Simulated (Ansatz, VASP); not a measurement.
## Two plane-wave programs on ZnSe5

```xyz
6
Lattice="6.3882 0.0000 0.0000 -3.1941 5.5323 0.0000 0.0000 0.0000 3.6695" Properties=species:S:1:pos:R:3 pbc="T T T"
Zn    0.0000    0.0000    1.8348
Se    4.3749    0.0000    0.0000
Se    3.1941    1.8441    1.8348
Se    1.0067    1.7436    0.0000
Se    0.0000    3.6882    1.8348
Se   -2.1874    3.7888    0.0000
```

Change from the starting cell: species swapped into the SrMg5 type (P-62m, No. 189).

Alike in both runs: functional PBE; k mesh 3 × 3 × 6; occupations gaussian, width 0.1 eV; no spin polarisation.

Ansatz relaxed the structure, and its values are those at the end. VASP's run is a single point on that final structure, the one shown.

|  | VASP | Ansatz |
| --- | --- | --- |
| version | VASP 6.6.1 | Ansatz 0.2.0 |
| potentials or method | VASP PAW PBE potentials, release 64 (Zn, Se), cutoff 520 eV | scalar-relativistic, plane waves, PAW |
| valence electrons in the cell | 42 | 92 |

```tsv
	VASP	Ansatz	Ansatz less VASP
gap on the k mesh at the Fermi level (eV)	none	none	-
pressure (GPa)	0.2	0.1	-0.06
rms of the force components (eV/Å)	0.007	0.003	-0.0037
```

A gap of «none» marks a metal or a gap that the smearing closes. The functional is the same, so the differences come from potentials, cutoffs and numerics. VASP's potentials hold 42 valence electrons a cell and Ansatz's 92, so a difference there can come from the potentials and not from the codes.

The k mesh is coarse, so the values compare programs but aren't converged.
